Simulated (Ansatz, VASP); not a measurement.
# CaO in VASP and in Ansatz

Contents of POSCAR:

```
CaO
1.0
    0.0000000000      2.4035556960      2.4035556960
    2.4035556960      0.0000000000      2.4035556960
    2.4035556960      2.4035556960      0.0000000000
Ca O
1 1
Direct
    0.0000000000      0.0000000000      0.0000000000
    0.5000000000      0.5000000000      0.5000000000
```

File INCAR.step1:

```
PREC = Accurate
ENCUT = 520
EDIFF = 1E-5
ISMEAR = -1
SIGMA = 0.05
LREAL = False
LASPH = True
NELM = 100
ALGO = Normal
ISIF = 2
LWAVE = True
LCHARG = False
NBANDS = 15
GGA = PE
```

INCAR.step2

```
PREC = Accurate
ENCUT = 520
EDIFF = 1E-7
ISMEAR = -1
SIGMA = 0.05
LREAL = False
LASPH = True
NELM = 100
ALGO = Normal
ISIF = 2
LWAVE = False
LCHARG = False
METAGGA = R2SCAN
LHFCALC = True
AEXX = 0.25
LMIXTAU = True
PRECFOCK = Normal
NBANDS = 15
ISTART = 1
```

The input KPOINTS:

```
Automatic mesh
0
Gamma
  5 5 5
```

File input.yaml:

```yaml
crystal:
  lattice:
    - [0.0, 2.403555696, 2.403555696]
    - [2.403555696, 0.0, 2.403555696]
    - [2.403555696, 2.403555696, 0.0]
  atoms:
    - { symbol: Ca, position: [0.0, 0.0, 0.0] }
    - { symbol: O, position: [0.5, 0.5, 0.5] }
hamiltonian:
  xc: r2scan0
  pseudopotentials: { kind: paw }
kpoints:
  mp_grid: { grid: [5, 5, 5] }
  band_path:
    path:
      - [[0.0, 0.0, 0.0], [0.5, 0.0, 0.5], [0.5, 0.25, 0.75], [0.375, 0.375, 0.75], [0.0, 0.0, 0.0], [0.5, 0.5, 0.5], [0.625, 0.25, 0.625], [0.5, 0.25, 0.75], [0.5, 0.5, 0.5], [0.375, 0.375, 0.75]]
      - [[0.625, 0.25, 0.625], [0.5, 0.0, 0.5]]
    npoints: 4
scf:
  occupations: { method: fermi_dirac, width: 0.05 }
  n_extra_bands: 6
output:
  forces: true
  stress: true
  eigenvalues: true
  fatbands: false
  write_density: true
  write_potential: true
  elf: true
  volumetric_format: npy
```

Alike in both runs: functional r2SCAN0; k mesh 5 × 5 × 5; occupations fermi-dirac, width 0.05 eV; no spin polarisation.

|  | VASP | Ansatz |
| --- | --- | --- |
| version | VASP 6.6.1 | Ansatz 0.2.0 |
| potentials or method | VASP PAW PBE potentials, release 64 (Ca_sv, O) | Ansatz PAW |
| plane-wave cutoff (eV) | 520 | 500 |
| valence electrons in the cell | 16 | 16 |
| task | single point | band structure |

|  | VASP | Ansatz | Ansatz less VASP |
| --- | --- | --- | --- |
| gap on the k mesh at the Fermi level (eV) | 6.63 | 6.63 | -0.004 |
| least direct gap on the mesh (eV) | 7.05 | 7.05 | -0.001 |
| pressure (GPa) | -1.1 | -2.1 | -0.98 |

VASP's potentials were made for PBE, not for r2SCAN0. The functional is the same, so the differences come from potentials, cutoffs and numerics.

The k mesh is coarse, so the values compare programs but aren't converged. Noted on Ansatz's run: the k mesh misses the band edges, so the gap on the mesh is wider than the one along the path.
